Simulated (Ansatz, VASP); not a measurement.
This is a calculation of Mg for Ansatz 0.2.0.

The input input.yaml:

```yaml
crystal:
  lattice:
    - [0.0, 2.244256, 2.244256]
    - [2.244256, 0.0, 2.244256]
    - [2.244256, 2.244256, 0.0]
  atoms:
    - { symbol: Mg, position: [0.0, 0.0, 0.0] }
kpoints:
  mp_grid: { grid: [10, 10, 10] }
scf:
  occupations: { method: gaussian, width: 0.15 }
hamiltonian:
  xc: rpbe
  dispersion: d3bj
  pseudopotentials: { kind: all_electron, lapw: { basis_error: 0.002 } }
output:
  forces: true
  stress: true
  eigenvalues: true
```

Potentials or basis: all-electron LAPW, scalar-relativistic.

Run with:

```console
$ ansatz run input.yaml --threads 1 --pin off --max-ram 2560MiB --backend cpu --events-out ev --progress --plain --runs-dir out
```

Question: Set up the same calculation for VASP 6.6.1. Potentials there: VASP PAW PBE potentials, release 64 (Mg).

Answer: As run (the cutoff follows the program's own potentials):

File INCAR:

```
SYSTEM = Mg
PREC     = Accurate       ! precision mode
ENCUT    = 520            ! plane-wave cutoff, eV
EDIFF    = 1E-7           ! SCF threshold, eV
ISMEAR   = 0              ! smearing method
SIGMA    = 0.15           ! smearing width, eV
LREAL    = .False.        ! projectors in reciprocal space
LASPH    = .True.         ! aspherical terms in the spheres
NELM     = 100            ! most SCF steps
ALGO     = Normal         ! electronic algorithm
ISIF     = 2              ! what is computed and relaxed
LWAVE    = .False.        ! write WAVECAR
LCHARG   = .True.         ! write CHGCAR
GGA      = RP             ! functional
IVDW     = 12             ! dispersion correction
LELF     = .True.         ! ELF
LVHAR    = .True.       
NBANDS   = 7              ! bands
```

The input KPOINTS:

```
regular mesh
0
Gamma
  10 10 10
  0 0 0
```

Contents of POSCAR:

```
Mg
1.0
    0.0000000000      2.2442560000      2.2442560000
    2.2442560000      0.0000000000      2.2442560000
    2.2442560000      2.2442560000      0.0000000000
Mg
1
Direct
    0.0000000000      0.0000000000      0.0000000000
```

Potentials or basis: VASP PAW PBE potentials, release 64 (Mg).

Launch:

```console
$ cat potpaw_PBE.64/Mg/POTCAR > POTCAR
$ mpirun -np 1 vasp_std > vasp.out
```

Both were run:

|  | VASP | Ansatz | Ansatz less VASP |
| --- | --- | --- | --- |
| gap on the k mesh at the Fermi level (eV) | none | none | - |
| pressure (GPa) | -12.5 | -12.4 | +0.15 |

VASP's potentials were made for PBE, not for RPBE. A gap of «none» marks a metal or a gap that the smearing closes. Ansatz ran all-electron here, and VASP with PAW potentials.
